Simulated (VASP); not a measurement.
A run of VASP 6.6.1 is set up as follows.

The input INCAR:

```
SYSTEM = BN
ALGO = Normal
EDIFF = 1E-6
ENCUT = 520
GGA = PE
ISIF = 2
ISMEAR = -1
IVDW = 13
LASPH = .True.
LCHARG = .False.
LREAL = .False.
LWAVE = .False.
NBANDS = 16
NELM = 80
PREC = Accurate
SIGMA = 0.02
```

Contents of KPOINTS:

```
k-points
0
Gamma
  12 12 4
  0 0 0
```

Contents of POSCAR:

```
BN
1.0
    2.5067059300      0.0000000000      0.0000000000
   -1.2533529650      2.1708710152      0.0000000000
    0.0000000000      0.0000000000      6.5316843127
B N
2 2
Direct
    0.0000000000      0.0000000000      0.5000000000
    0.3333333333      0.6666666667      0.0000000000
    0.0000000000      0.0000000000      0.0000000000
    0.6666666667      0.3333333333      0.5000000000
```

Potentials or basis: VASP PAW PBE potentials, release 64 (B, N).

The run is started by

```sh
$ cat potpaw_PBE.64/B/POTCAR potpaw_PBE.64/N/POTCAR > POTCAR
$ mpirun -np 1 vasp_std > vasp.out
```

Problem. Estimate the dispersion energy per atom.

Solution. -0.163 eV.

Problem. Predict the pressure.

Solution. 0.1 GPa.

Stress tensor (GPa, compression positive):
```
 0.16  0.00  0.00
 0.00  0.16  0.00
 0.00  0.00 -0.13
```
